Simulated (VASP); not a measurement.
Set up this calculation in VASP 6.6.1, as the native input.

| Property | Result |
| --- | --- |
| Task | single point |
| Functional | LDA |
| Potentials or basis | VASP PAW LDA potentials, release 64 (Zr_sv, H) |
| Cutoff | 520 eV |
| k mesh | 16 × 16 × 16 |
| Occupations | fermi-dirac, width 0.1 eV |
| Spin | no spin polarisation |
| Dipole correction | no |
| Further INCAR settings | ALGO = Normal; EDIFF = 1e-06; NBANDS = 14 |

The structure of ZrH2 lies in POSCAR:

```
ZrH2
1.0
    0.0000000000      2.3684195291      2.3684195291
    2.3684195291      0.0000000000      2.3684195291
    2.3684195291      2.3684195291      0.0000000000
Zr H
1 2
Direct
    0.0000000000      0.0000000000      0.0000000000
    0.2500000000      0.2500000000      0.2500000000
    0.7500000000      0.7500000000      0.7500000000
```

The input as run:

INCAR

```
SYSTEM = ZrH2
  PREC = Accurate
  ENCUT = 520
  EDIFF = 1E-6
  ISMEAR = -1
  SIGMA = 0.1
  LREAL = .False.
  LASPH = .True.
  NELM = 60
  ALGO = Normal
  ISIF = 2
  LWAVE = .False.
  LCHARG = .True.
  LELF = .True.
  LVHAR = .True.
  NBANDS = 14
```

KPOINTS

```
regular mesh
0
Gamma
  16 16 16
  0 0 0
```

Potentials or basis: VASP PAW LDA potentials, release 64 (Zr_sv, H).

Command:

```bash
$ cat potpaw_LDA.64/Zr_sv/POTCAR potpaw_LDA.64/H/POTCAR > POTCAR
$ mpirun -np 1 vasp_std > vasp.out
```

Results of the run:

```
Pressure               : 0.2 GPa
Band gap on the k mesh : zero (bands 7 and 8 overlap by 0.79 eV)
```

It took 120 s on 1 thread of Intel Xeon 8259CL, with other jobs on the host, peak memory 0.18 GiB.
